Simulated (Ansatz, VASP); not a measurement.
InAs in VASP and in Ansatz

The input INCAR:

```
SYSTEM = InAs
PREC = Accurate
ENCUT = 520
EDIFF = 1E-6
ISMEAR = -1
SIGMA = 0.05
LREAL = .False.
LASPH = .True.
NELM = 80
ALGO = Normal
ISIF = 2
LWAVE = .False.
LCHARG = .False.
GGA = PS
NBANDS = 16
```

The input KPOINTS:

```
regular mesh
0
Gamma
  6 6 6
  0 0 0
```

POSCAR

```
InAs
1.0
    0.0000000000      3.0180000000      3.0180000000
    3.0180000000      0.0000000000      3.0180000000
    3.0180000000      3.0180000000      0.0000000000
In As
1 1
Direct
    0.0000000000      0.0000000000      0.0000000000
    0.7500000000      0.7500000000      0.7500000000
```

input.yaml

```yaml
crystal:
  lattice:
    - [0.0, 3.018, 3.018]
    - [3.018, 0.0, 3.018]
    - [3.018, 3.018, 0.0]
  atoms:
    - { symbol: In, position: [0.0, 0.0, 0.0] }
    - { symbol: As, position: [0.75, 0.75, 0.75] }
kpoints:
  mp_grid: { grid: [6, 6, 6] }
scf:
  occupations: { method: fermi_dirac, width: 0.05 }
hamiltonian:
  xc: pbesol
  pseudopotentials: { kind: all_electron, datasets: crystal }
output:
  forces: true
  stress: true
  eigenvalues: true
```

Alike in both runs: task single point; functional PBEsol; k mesh 6 × 6 × 6; occupations fermi-dirac, width 0.05 eV; no spin polarisation.

|  | VASP | Ansatz |
| --- | --- | --- |
| version | VASP 6.6.1 | Ansatz 0.2.0 |
| potentials or method | VASP PAW PBE potentials, release 64 (In_d, As), cutoff 520 eV | all-electron PAW datasets made for the crystal |

|  | VASP | Ansatz | Ansatz less VASP |
| --- | --- | --- | --- |
| gap on the k mesh at the Fermi level (eV) | none | none | - |
| pressure (GPa) | 1.7 | 1.6 | -0.09 |

VASP's potentials were made for PBE, not for PBEsol. A gap of «none» marks a metal or a gap that the smearing closes. Ansatz ran all-electron here, and VASP with PAW potentials.

Noted on Ansatz's run: the k mesh is thin for a metal, which can move the energy by tens of meV per atom.
